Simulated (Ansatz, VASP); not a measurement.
# Nb2Te: VASP beside Ansatz

```
Nb Te
1.0
     5.04090    0.00000    0.00000
    -2.52045    4.36555    0.00000
     0.00000    0.00000    2.94470
Nb Te
2 1
Cartesian
  0.0000 2.9104 1.4723
  2.5204 1.4552 1.4723
  0.0000 0.0000 1.4723
```

Alike in both runs: functional PBE; k mesh 6 × 6 × 6; occupations gaussian, width 0.1 eV; no spin polarisation.

Ansatz relaxed the structure, and its values are those at the end. VASP's run is a single point on that final structure, the one shown.

|  | VASP | Ansatz |
| --- | --- | --- |
| version | VASP 6.6.1 | Ansatz 0.2.0 |
| potentials or method | VASP PAW PBE potentials, release 64 (Nb_sv, Te), cutoff 520 eV | scalar-relativistic, plane waves, PAW |
| valence electrons in the cell | 32 | 42 |

Ansatz gave:

| Quantity | Value |
| --- | --- |
| gap on the k mesh at the Fermi level (eV) | none |
| pressure (GPa) | 0.2 |

Question: Estimate VASP's values.

Answer: gap on the k mesh at the Fermi level (eV): none; pressure (GPa): 0.0.

A gap of «none» marks a metal or a gap that the smearing closes. VASP's potentials hold 32 valence electrons a cell and Ansatz's 42, so a difference there can come from the potentials and not from the codes.

Spin-orbit coupling is off throughout.
